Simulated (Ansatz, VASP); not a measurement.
One calculation of AlN, two programs

```xyz
2
Lattice="0.0000 1.9690 1.9690 1.9690 0.0000 1.9690 1.9690 1.9690 0.0000" Properties=species:S:1:pos:R:3 pbc="T T T"
Al    0.0000    0.0000    0.0000
N     1.9690    1.9690    1.9690
```

Alike in both runs: task single point; functional PBE; dispersion D4; k mesh 10 × 10 × 10; no spin polarisation.

```csv
,VASP,Ansatz
version,VASP 6.6.1,Ansatz 0.2.0
potentials or method,"VASP PAW PBE potentials, release 64 (Al, N)","plane waves, PAW"
plane-wave cutoff (eV),600,420
occupations,"gaussian, width 0.01 eV",fixed
valence electrons in the cell,8,8
```

```tsv
	VASP	Ansatz	Ansatz less VASP
gap on the k mesh at the Fermi level (eV)	5.16	5.15	-0.013
```
